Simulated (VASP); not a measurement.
# P (P6_3/mmc) in VASP: notebook, part 2 of 2

VASP 6.6.1.

## Step 4: Relaxation of cell and atoms, r2SCAN

This run uses another cell than the first one, of 30.02 Å³/atom, 1.957 times its volume.

Contents of POSCAR:

```
P
1.0
    3.4954760324      0.0000000000      0.0000000000
   -1.7477380162      3.0271710424      0.0000000000
    0.0000000000      0.0000000000      5.6733427193
P
2
Direct
    0.3333333333      0.6666666667      0.2500000000
    0.6666666667      0.3333333333      0.7500000000
```

Contents of INCAR.step1:

```
SYSTEM = P
PREC = Accurate
ENCUT = 600
ISMEAR = 0
SIGMA = 0.1
LREAL = .False.
LASPH = .True.
NELM = 80
GGA = PE
ALGO = Normal
EDIFF = 1E-4
LWAVE = .True.
LCHARG = .False.
```

Contents of INCAR.step2:

```
SYSTEM = P
PREC = Accurate
ENCUT = 600
EDIFF = 1E-6
ISMEAR = 0
SIGMA = 0.1
LREAL = .False.
LASPH = .True.
NELM = 80
ALGO = Normal
ISIF = 3
LWAVE = .False.
LCHARG = .False.
METAGGA = R2SCAN
LMIXTAU = .True.
IBRION = 2
NSW = 90
EDIFFG = -0.04
ISTART = 1
```

Contents of KPOINTS:

```
regular mesh
0
Gamma
  6 6 4
  0 0 0
```

Potentials or basis: VASP PAW PBE potentials, release 64 (P).

Started as:

```bash
> cat potpaw_PBE.64/P/POTCAR > POTCAR
> cp INCAR.step1 INCAR
> mpirun -np 1 vasp_std > vasp.out
> cp INCAR.step2 INCAR
> mpirun -np 1 vasp_std > vasp.out
```

OUTCAR:

```text
SYSTEM = P
   PREC = Accurate
   ENCUT = 600
   EDIFF = 1E-6
   ISMEAR = 0
   LREAL = .False.
   LASPH = .True.
   NELM = 80
   ISIF = 3
   METAGGA = R2SCAN
   IBRION = 2
   NSW = 90
   EDIFFG = -0.04
   ISTART = 1

 ion  position               nearest neighbor table
   1  0.333  0.667  0.250-
   2  0.667  0.333  0.750-

  LATTYP: Found a hexagonal cell.
 ALAT       =     3.4954760324
 C/A-ratio  =     1.6230529595

  Lattice vectors:

 A1 = (   3.4954760324,   0.0000000000,   0.0000000000)
 A2 = (  -1.7477380162,   3.0271710424,   0.0000000000)
 A3 = (   0.0000000000,   0.0000000000,   5.6733427193)

Analysis of symmetry for initial positions (statically):
=====================================================================
 Subroutine PRICEL returns:
 Original cell was already a primitive cell.

 Routine SETGRP: Setting up the symmetry group for a
 hexagonal supercell.

 Subroutine GETGRP returns: Found 24 space group operations
 (whereof 12 operations were pure point group operations)
 out of a pool of 24 trial point group operations.

The static configuration has the point symmetry D_3d.
 The point group associated with its full space group is D_6h.

Analysis of symmetry for dynamics (positions and initial velocities):
=====================================================================
 Subroutine PRICEL returns:
 Original cell was already a primitive cell.

[... 144 lines left out ...]
--------------------------------------- Ionic step        1  -------------------------------------------

 number of electron       9.9999999 magnetization

 Free energy of the ion-electron system (eV)
  ---------------------------------------------------
  ext. energy  EPLUGINS =         0.00000000
  ---------------------------------------------------
  free energy    TOTEN  =       -13.04096451 eV

  energy without entropy =      -13.03800016  energy(sigma->0) =      -13.03948234

 E-fermi :   1.8933     XC(G=0):  -8.8388

 val. band max:        1.8716775891   @ k =   0.1667   0.0000   0.0000
 cond. band min:       2.0000980809   @ k =   0.5000  -0.0000   0.0000
 fundamental gap:      0.1284204918
 Fermi energy:         1.8933055262

 k-point     1 :       0.0000    0.0000    0.0000
  band No.  band energies     occupation
      1      -9.7044      2.00000
      2      -7.6339      2.00000
      3      -1.8028      2.00000
      4       3.4882      0.00000
      5       3.4882      0.00000
      6       4.2314      0.00000
      7       4.2314      0.00000
      8       4.3262      0.00000
      9       9.7080      0.00000
[... 453 lines left out ...]
--------------------------------------- Ionic step        7  -------------------------------------------

 number of electron      10.0000000 magnetization

 Free energy of the ion-electron system (eV)
  ---------------------------------------------------
  ext. energy  EPLUGINS =         0.00000000
  ---------------------------------------------------
  free energy    TOTEN  =       -15.97047102 eV

  energy without entropy =      -15.96841223  energy(sigma->0) =      -15.96944163

 E-fermi :   9.4897     XC(G=0): -12.1509

 val. band max:        9.3269659682   @ k =   0.3333  -0.0000   0.0000
 cond. band min:       9.5851350714   @ k =   0.1667   0.1667   0.5000
 fundamental gap:      0.2581691032
 Fermi energy:         9.4897454610

 k-point     1 :       0.0000    0.0000    0.0000
  band No.  band energies     occupation
      1      -7.5170      2.00000
      2      -1.9917      2.00000
      3       1.1437      2.00000
      4      15.1613      0.00000
      5      15.1613      0.00000
      6      16.0460      0.00000
      7      16.8864      0.00000
      8      16.8864      0.00000
      9      21.3539      0.00000
[... 267 lines left out ...]
  FREE ENERGIE OF THE ION-ELECTRON SYSTEM (eV)
  ---------------------------------------------------
  free  energy   TOTEN  =       -15.9704710211 eV

  energy  without entropy=      -15.9684122324  energy(sigma->0) =      -15.96944163

 reached required accuracy - stopping structural energy minimisation
```

OSZICAR.step1:

```text
N       E                     dE             d eps       ncg     rms          rms(c)
DAV:   1     0.264269346195E+02    0.26427E+02   -0.43769E+03   378   0.995E+02
DAV:   2    -0.539546760049E+01   -0.31822E+02   -0.31361E+02   677   0.111E+02
DAV:   3    -0.640207850697E+01   -0.10066E+01   -0.99398E+00   412   0.233E+01
DAV:   4    -0.641347713556E+01   -0.11399E-01   -0.11397E-01   436   0.295E+00
DAV:   5    -0.641368278210E+01   -0.20565E-03   -0.20564E-03   404   0.390E-01    0.161E+00
DAV:   6    -0.637783339885E+01    0.35849E-01   -0.40731E-02   401   0.120E+00    0.804E-01
DAV:   7    -0.636733214447E+01    0.10501E-01   -0.49639E-02   388   0.134E+00    0.197E-01
DAV:   8    -0.636817158604E+01   -0.83944E-03   -0.11091E-03   409   0.270E-01    0.168E-02
DAV:   9    -0.636818025039E+01   -0.86644E-05   -0.11622E-05   212   0.342E-02
   1 F= -.63681803E+01 E0= -.63666410E+01  d E =-.307849E-02
```

It took 5.7 min on 1 thread of Intel Xeon Platinum 8375C at 2.90GHz (Ice Lake), shared host; peak memory 0.19 GiB.

Results:

```
Free energy                            : -15.9705 eV
Relaxed volume                         : 14.68 Å³/atom
Relaxed cell                           : a = 2.710 Å, b = 2.710 Å, c = 4.617 Å, α = 90.00°, β = 90.00°, γ = 120.00°
Space group after relaxing (to 0.05 Å) : P6_3/mmc (No. 194)
Energy gained by relaxing              : 1464.8 meV/atom
Ionic steps                            : 7
Pressure after relaxing                : 0.0 GPa
Band gap on the k mesh                 : zero (band 5 reaches 16.09 eV, above the bottom of band 6 at 4.71 eV)
```

The path:
```csv
step,energy change (eV),largest force (eV/Å),pressure (GPa),volume (Å³)
1,0.0000,0.0000,-16.52,60.03
2,-2.4974,0.0000,-14.33,36.96
3,-2.9000,0.0000,-3.28,30.48
4,-2.9124,0.0000,1.13,29.01
5,-2.9129,0.0000,-0.33,29.49
6,-2.9145,0.0000,0.67,29.24
7,-2.9295,0.0000,0.00,29.37
```

Final structure:
```xyz
2
Lattice="2.7102 0.0000 0.0000 -1.3551 2.3471 0.0000 0.0000 0.0000 4.6168" Properties=species:S:1:pos:R:3 pbc="T T T"
P     0.0000    1.5648    1.1542
P     1.3551    0.7824    3.4626
```

Caveat: the volume moved by over 15 % at a fixed basis, so the end points are rough; the PAW data sets were made with another functional, which shifts forces and pressure a little.

## Step 5: The runs side by side

```tsv
cell	k mesh	gap on the mesh (eV)	pressure (GPa)	relaxed volume (Å³/atom)
relaxed from a = 3.308, b = 3.308, c = 3.235 Å, angles 90.0, 90.0, 120.0°, 2 atoms	6 × 6 × 6	none	0.0	14.75
relaxed from a = 2.711, b = 2.711, c = 4.614 Å, angles 90.0, 90.0, 120.0°, 2 atoms	9 × 9 × 4	none	0.2	15.27
relaxed from a = 3.495, b = 3.495, c = 5.673 Å, angles 90.0, 90.0, 120.0°, 2 atoms	6 × 6 × 4	none	0.0	14.68
```

Alike in all rows: task relaxation of cell and atoms; level r2SCAN; potentials or basis VASP PAW PBE potentials, release 64 (P); no spin polarisation; cutoff (eV) 600; smearing gaussian 0.1 eV.

Caveats: some runs use coarse meshes; the PAW data sets were made with another functional, which shifts forces and pressure a little; the volume moved by over 15 % at a fixed basis, so the end points are rough (some runs).

Absolute energies hang on the potentials; compare differences alone.
